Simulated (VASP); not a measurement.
# HfN (Fm-3m) in VASP: single point with r2SCAN

Aim: the single point of HfN with r2SCAN.

All numbers are computed with VASP 6.6.1; they aren't measurements. Logs are shortened: lines on timing, memory, paths and dates and some standing lists are left out, and cuts for length are marked.

## Step 1: The cell of the first run

The structure is cubic, space group Fm-3m (No. 225). Conventional cell: a = 4.512 Å, b = 4.512 Å, c = 4.512 Å, α = 90.00°, β = 90.00°, γ = 90.00°. Hf (site symmetry m-3m) has 6 N at 2.26 Å within 3.0 Å. Within 3.0 Å of N (site symmetry m-3m) lie 6 Hf at 2.26 Å.

## Step 2: Single point, r2SCAN

File POSCAR:

```
HfN
1.0
    0.0000000000      2.2560000000      2.2560000000
    2.2560000000      0.0000000000      2.2560000000
    2.2560000000      2.2560000000      0.0000000000
Hf N
1 1
Direct
    0.0000000000      0.0000000000      0.0000000000
    0.5000000000      0.5000000000      0.5000000000
```

File INCAR.step1:

```
PREC     = Accurate       # precision mode
ENCUT    = 520            # plane-wave cutoff, eV
ISMEAR   = -1             # smearing method
SIGMA    = 0.1            # smearing width, eV
LREAL    = F              # projectors in reciprocal space
LASPH    = T              # aspherical terms in the spheres
NELM     = 80             # most SCF steps
NBANDS   = 14             # bands
GGA      = PE             # functional
ALGO     = Normal         # electronic algorithm
EDIFF    = 1E-4           # SCF threshold, eV
LWAVE    = T              # write WAVECAR
LCHARG   = F              # write CHGCAR
```

File INCAR.step2:

```
PREC     = Accurate       # precision mode
ENCUT    = 520            # plane-wave cutoff, eV
EDIFF    = 1E-7           # SCF threshold, eV
ISMEAR   = -1             # smearing method
SIGMA    = 0.1            # smearing width, eV
LREAL    = F              # projectors in reciprocal space
LASPH    = T              # aspherical terms in the spheres
NELM     = 80             # most SCF steps
ALGO     = Normal         # electronic algorithm
ISIF     = 2              # what is computed and relaxed
LWAVE    = F              # write WAVECAR
LCHARG   = F              # write CHGCAR
METAGGA  = R2SCAN         # meta-GGA
LMIXTAU  = T            
NBANDS   = 14             # bands
ISTART   = 1
```

File KPOINTS:

```
regular mesh
0
Gamma
  9 9 9
```

Potentials or basis: VASP PAW PBE potentials, release 64 (Hf_pv, N).

On the command line:

```
$ cat potpaw_PBE.64/Hf_pv/POTCAR potpaw_PBE.64/N/POTCAR > POTCAR
$ cp INCAR.step1 INCAR
$ mpirun -np 1 vasp_std > vasp.out
$ cp INCAR.step2 INCAR
$ mpirun -np 1 vasp_std > vasp.out
```

OUTCAR:

```text
PREC = Accurate
   ENCUT = 520
   EDIFF = 1E-7
   ISMEAR = -1
   LREAL = F
   LASPH = T
   NELM = 80
   ISIF = 2
   METAGGA = R2SCAN
   ISTART = 1

 ion  position               nearest neighbor table
   1  0.000  0.000  0.000-   2 2.26   2 2.26   2 2.26   2 2.26   2 2.26   2 2.26
   2  0.500  0.500  0.500-   1 2.26   1 2.26   1 2.26   1 2.26   1 2.26   1 2.26

  LATTYP: Found a face centered cubic cell.
 ALAT       =     4.5120000000

  Lattice vectors:

 A1 = (   0.0000000000,   2.2560000000,   2.2560000000)
 A2 = (   2.2560000000,   0.0000000000,   2.2560000000)
 A3 = (   2.2560000000,   2.2560000000,   0.0000000000)

Analysis of symmetry for initial positions (statically):
=====================================================================
 Subroutine PRICEL returns:
 Original cell was already a primitive cell.

 Routine SETGRP: Setting up the symmetry group for a
 face centered cubic supercell.

 Subroutine GETGRP returns: Found 48 space group operations
 (whereof 48 operations were pure point group operations)
 out of a pool of 48 trial point group operations.

The static configuration has the point symmetry O_h .

Analysis of symmetry for dynamics (positions and initial velocities):
=====================================================================
 Subroutine PRICEL returns:
 Original cell was already a primitive cell.

 Routine SETGRP: Setting up the symmetry group for a
 face centered cubic supercell.

 Subroutine GETGRP returns: Found 48 space group operations
 (whereof 48 operations were pure point group operations)
 out of a pool of 48 trial point group operations.

The dynamic configuration has the point symmetry O_h .

 Subroutine INISYM returns: Found 48 space group operations
 (whereof 48 operations are pure point group operations),
 and found     1 'primitive' translations

----------------------------------------------------------------------------------------

                                     Primitive cell

  volume of cell :      22.9640

  direct lattice vectors                    reciprocal lattice vectors
     0.000000000  2.256000000  2.256000000    -0.221631206  0.221631206  0.221631206
     2.256000000  0.000000000  2.256000000     0.221631206 -0.221631206  0.221631206
     2.256000000  2.256000000  0.000000000     0.221631206  0.221631206 -0.221631206

  length of vectors
     3.190465797  3.190465797  3.190465797     0.383876509  0.383876509  0.383876509

  position of ions in fractional coordinates (direct lattice)
     0.000000000  0.000000000  0.000000000
     0.500000000  0.500000000  0.500000000

  ion indices of the primitive-cell ions
   primitive index   ion index
                 1           1
                 2           2

----------------------------------------------------------------------------------------

 KPOINTS: regular mesh

Automatic generation of k-mesh.
 Grid dimensions read from file:
 generate k-points for:    9    9    9

 Generating k-lattice:

  Cartesian coordinates                     Fractional coordinates (reciprocal lattice)
    -0.024625690  0.024625690  0.024625690     0.111111111  0.000000000  0.000000000
     0.024625690 -0.024625690  0.024625690     0.000000000  0.111111111  0.000000000
     0.024625690  0.024625690 -0.024625690     0.000000000  0.000000000  0.111111111

  Length of vectors
     0.042652945  0.042652945  0.042652945

  Shift w.r.t. Gamma in fractional coordinates (k-lattice)
     0.000000000  0.000000000  0.000000000

 Subroutine IBZKPT returns following result:
 ===========================================

 Found     35 irreducible k-points:

 Following reciprocal coordinates:
            Coordinates               Weight
  0.000000  0.000000  0.000000      1.000000
  0.111111  0.000000  0.000000      8.000000
  0.222222  0.000000  0.000000      8.000000
  0.333333  0.000000  0.000000      8.000000
  0.444444  0.000000  0.000000      8.000000
  0.111111  0.111111  0.000000      6.000000
[... 16 lines left out ...]
 -0.333333  0.333333  0.000000     12.000000
  0.444444  0.444444  0.000000      6.000000
 [... further k-points ...]
   k-points           NKPTS =     35   k-points in BZ     NKDIM =     35   number of bands    NBANDS=     14
   number of dos      NEDOS =    301   number of ions     NIONS =      2
   total plane-waves  NPLWV =  13824
   dimension x,y,z NGX =    24 NGY =   24 NGZ =   24
   dimension x,y,z NGXF=    48 NGYF=   48 NGZF=   48
   ions per type =               1   1
   NGX,Y,Z   is equivalent  to a cutoff of  12.51, 12.51, 12.51 a.u.
   NGXF,Y,Z  is equivalent  to a cutoff of  25.01, 25.01, 25.01 a.u.
 SYSTEM =  unknown system
   PREC   = accura    normal or accurate (medium, high low for compatibility)
   ISTART =      1    job   : 0-new  1-cont  2-samecut
   ICHARG =      0    charge: 1-file 2-atom 10-const
   ISPIN  =      1    spin polarized calculation?
   LNONCOLLINEAR =      F non collinear calculations
   LSORBIT =      F    spin-orbit coupling
   LASPH  =      T    aspherical Exc in radial PAW
   ENCUT  =  520.0 eV  38.22 Ry    6.18 a.u.   5.93  5.93  5.93*2*pi/ulx,y,z
   NELM   =     80;   NELMIN=  2; NELMDL=  0     # of ELM steps
   EDIFF  = 0.1E-06   stopping-criterion for ELM
   LREAL  =      F    real-space projection
   EDIFFG = 0.1E-05   stopping-criterion for IOM
   NSW    =      0    number of steps for IOM
   IBRION =     -1    ionic relax: 0-MD 1-quasi-New 2-CG
   NFREE  =      0    steps in history (QN), initial steepest desc. (CG)
   ISIF   =      2    stress and relaxation
   ISYM   =      2    0-nonsym 1-usesym 2-fastsym
   POTIM  = 0.5000    time-step for ionic-motion
   TEBEG  =    0.0;   TEEND  =   0.0 temperature during run
   PSTRESS=    0.0 pullay stress
   NELECT =      15.0000    total number of electrons
   NUPDOWN=      -1.0000    fix difference up-down
   EMIN   =  10.00;   EMAX   =-10.00  energy-range for DOS
   EFERMI =   0.00;   METHOD = LEGACY
   ISMEAR =    -1;   SIGMA  =   0.10  broadening in eV -4-tet -1-fermi 0-gaus
   EFERMI_NEDOS =   21; number of points for ismear=-14 and -15
   IALGO  =     38    algorithm
   IMIX   =      4    mixing-type and parameters
     AMIX     =   0.40;   BMIX     =  1.00
     AMIX_MAG =   1.60;   BMIX_MAG =  1.00
  volume/ion in A,a.u.               =      11.48        77.48
  Fermi-wavevector in a.u.,A,eV,Ry     =   1.420440  2.684242 27.451783  2.017649
  Thomas-Fermi vector in A             =   2.541355
   LORBIT       =      0    0 simple, 1 ext, 2 COOP (PROOUT), +10 PAW based schemes
   METAGGA = R2SCAN    functional components
   LHFCALC =     F    Hartree Fock is set to
   AEXX    =    0.0000 exact exchange contribution
   IVDW    =     0    specifies the selected vdW correction
   LEPSILON=     F    determine dielectric tensor
   LRPA    =     F    only Hartree local field effects (RPA)
 non-spin polarized calculation
  energy-cutoff  :      520.00
  volume of cell :       22.96
 maximum number of plane-waves:       628
   NGX = 11   NGY = 11   NGZ = 11

 number of electron      15.0000001 magnetization

 Free energy of the ion-electron system (eV)
  ---------------------------------------------------
  ext. energy  EPLUGINS =         0.00000000
  ---------------------------------------------------
  free energy    TOTEN  =       -58.25508729 eV

  energy without entropy =      -58.23511665  energy(sigma->0) =      -58.24510197

 E-fermi :   8.5571     XC(G=0): -13.5866

 val. band max:        8.5305070198   @ k =   0.4444   0.2222   0.1111
 cond. band min:       8.6287712728   @ k =   0.1111   0.0000   0.0000
 fundamental gap:      0.0982642530
 Fermi energy:         8.5570909019

 k-point     1 :       0.0000    0.0000    0.0000
  band No.  band energies     occupation
      1     -23.9556      2.00000
      2     -23.9556      2.00000
      3     -23.9556      2.00000
      4     -10.1586      2.00000
      5       5.1344      2.00000
      6       5.1344      2.00000
      7       5.1344      2.00000
      8       8.2269      1.92897
      9       8.2269      1.92897
     10       8.2269      1.92897
     11      10.5860      0.00000
     12      10.5860      0.00000
     13      10.6657      0.00000
     14      18.6183      0.00000

 k-point     2 :       0.1111    0.0000    0.0000
  band No.  band energies     occupation
      1     -24.0816      2.00000
      2     -23.9655      2.00000
      3     -23.9655      2.00000
      4      -9.8771      2.00000
      5       4.0512      2.00000
      6       4.4863      2.00000
      7       4.4863      2.00000
      8       8.4873      1.33545
      9       8.6288      0.65619
     10       8.6288      0.65619
     11      11.4964      0.00000
     12      11.4964      0.00000
     13      11.5157      0.00000
     14      19.5699      0.00000

 k-point     3 :       0.2222    0.0000    0.0000
  band No.  band energies     occupation
      1     -24.3859      2.00000
      2     -23.9904      2.00000
      3     -23.9904      2.00000
      4      -9.1416      2.00000
      5       2.1414      2.00000
      6       3.3582      2.00000
      7       3.3582      2.00000
      8       8.9822      0.02810
      9       9.6308      0.00004
     10       9.6308      0.00004
     11      13.1919      0.00000
     12      13.4953      0.00000
     13      13.4953      0.00000
     14      19.5594      0.00000

 k-point     4 :       0.3333    0.0000    0.0000
  band No.  band energies     occupation
      1     -24.7101      2.00000
      2     -24.0184      2.00000
      3     -24.0184      2.00000
      4      -8.2319      2.00000
      5       0.4188      2.00000
      6       2.4458      2.00000
      7       2.4458      2.00000
      8       9.9648      0.00000
      9      10.9997      0.00000
     10      10.9997      0.00000
     11      14.2940      0.00000
     12      15.6879      0.00000
     13      15.6879      0.00000
     14      19.5590      0.00000

 k-point     5 :       0.4444    0.0000    0.0000
  band No.  band energies     occupation
      1     -24.9108      2.00000
      2     -24.0366      2.00000
      3     -24.0366      2.00000
      4      -7.5536      2.00000
      5      -0.6510      2.00000
      6       1.9583      2.00000
      7       1.9583      2.00000
      8      11.4612      0.00000
      9      12.1749      0.00000
     10      12.1749      0.00000
     11      13.6477      0.00000
[... 276 lines left out ...]
 k-point    22 :      -0.4444    0.3333    0.0000
  band No.  band energies     occupation
      1     -24.6693      2.00000
      2     -24.4102      2.00000
      3     -24.1938      2.00000
      4      -8.5821      2.00000
      5       1.8499      2.00000
      6       2.5678      2.00000
      7       3.2975      2.00000
      8       7.2805      1.99999
      9      12.8214      0.00000
     10      13.3209      0.00000
     11      14.8514      0.00000
     12      14.9983      0.00000
     13      17.9511      0.00000
     14      19.5461      0.00000

 k-point    23 :      -0.3333    0.3333    0.0000
  band No.  band energies     occupation
      1     -24.5973      2.00000
      2     -24.5248      2.00000
      3     -24.1364      2.00000
      4      -8.2427      2.00000
      5       0.9891      2.00000
      6       2.5426      2.00000
      7       2.6347      2.00000
      8       9.1334      0.00627
      9      11.8046      0.00000
     10      12.3952      0.00000
     11      14.3190      0.00000
     12      16.6731      0.00000
     13      19.2529      0.00000
     14      19.5634      0.00000

 k-point    24 :       0.4444    0.4444    0.0000
  band No.  band energies     occupation
      1     -24.7347      2.00000
      2     -24.2559      2.00000
      3     -24.2559      2.00000
      4      -9.0641      2.00000
      5       2.4137      2.00000
      6       4.4048      2.00000
      7       4.4048      2.00000
      8       4.7282      2.00000
      9      12.6428      0.00000
     10      14.0794      0.00000
     11      14.0794      0.00000
     12      14.2195      0.00000
     13      17.3801      0.00000
     14      18.6059      0.00000

 [... further k-points ...]
[... 5 lines left out ...]
  --------------------------------------------------------------------------------------
  -------------------------------------------------------------------------------------
  Total       -0.0172192     -0.0172192     -0.0172192      0.0000000      0.0000000     -0.0000000
  in kB       -1.2013696     -1.2013696     -1.2013696      0.0000000      0.0000000     -0.0000000
  external PRESSURE =      -1.2013696 kB  Pullay stress =       0.0000000 kB

 VOLUME and BASIS-vectors are now :
 -----------------------------------------------------------------------------
  energy-cutoff  :      520.00
  volume of cell :       22.96
      direct lattice vectors                 reciprocal lattice vectors
     0.000000000  2.256000000  2.256000000    -0.221631206  0.221631206  0.221631206
     2.256000000  0.000000000  2.256000000     0.221631206 -0.221631206  0.221631206
     2.256000000  2.256000000  0.000000000     0.221631206  0.221631206 -0.221631206

 POSITION                                       TOTAL-FORCE (eV/Angst)
 -----------------------------------------------------------------------------------
      0.00000      0.00000      0.00000         0.000000     -0.000000     -0.000000
      2.25600      2.25600      2.25600        -0.000000      0.000000      0.000000
 -----------------------------------------------------------------------------------
    total drift:                                0.000000     -0.000000     -0.000000

  FREE ENERGIE OF THE ION-ELECTRON SYSTEM (eV)
  ---------------------------------------------------
  free  energy   TOTEN  =       -58.2550872864 eV

  energy  without entropy=      -58.2351166535  energy(sigma->0) =      -58.24510197
```

Run time: 82 s. Hardware: 1 thread of AMD EPYC 7R43 (Zen 3), shared host; peak memory 0.12 GiB.

What came out:

- Free energy: -58.2551 eV
- Pressure: -0.1 GPa

Caveat: the PAW data sets were made with another functional, which shifts forces and pressure a little; spin-orbit coupling is left out, which moves the levels of the heavy elements.
